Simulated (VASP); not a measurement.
Crystal: Ru.

```xyz
2
Lattice="2.6692 0.0000 0.0000 -1.3346 2.3116 0.0000 0.0000 0.0000 4.2240" Properties=species:S:1:pos:R:3 pbc="T T T"
Ru    1.3346    0.7705    3.1680
Ru    0.0000    1.5411    1.0560
```

Base run:

- Program: VASP 6.6.1
- Functional: r2SCAN
- Potentials or basis: VASP PAW PBE potentials, release 64 (Ru_pv)
- Cutoff: 520 eV
- k mesh: 11 × 11 × 6
- Occupations: fermi-dirac, width 0.05 eV
- Spin: no spin polarisation

Its results: band gap on the k mesh zero (band 14 reaches 15.16 eV, above the bottom of band 15 at 11.74 eV); pressure 14.6 GPa.

Task: After a change of settings the same cell gave: band gap on the k mesh zero (band 14 reaches 15.16 eV, above the bottom of band 15 at 11.74 eV); pressure 10.8 GPa. Which change was it?
A. functional from r2SCAN to PBE
B. functional from r2SCAN to SVWN5; further incar settings from ALGO = Normal; EDIFF = 1e-06; NBANDS = 21 to ALGO = Fast; EDIFF = 1e-06; NBANDS = 21
C. functional from r2SCAN to BLYP; further incar settings from ALGO = Normal; EDIFF = 1e-06; NBANDS = 21 to ALGO = Normal; EDIFF = 1e-07; NBANDS = 21
D. dispersion from none to D3(BJ)

Result: D.

Dispersion adds attraction, which lowers the pressure at fixed volume and, as a term added to the energy, leaves the levels alone.

Caveats: the PAW data sets were made with another functional, which shifts forces and pressure a little; pairwise dispersion overbinds metals, which lowers pressure and volume (some runs).
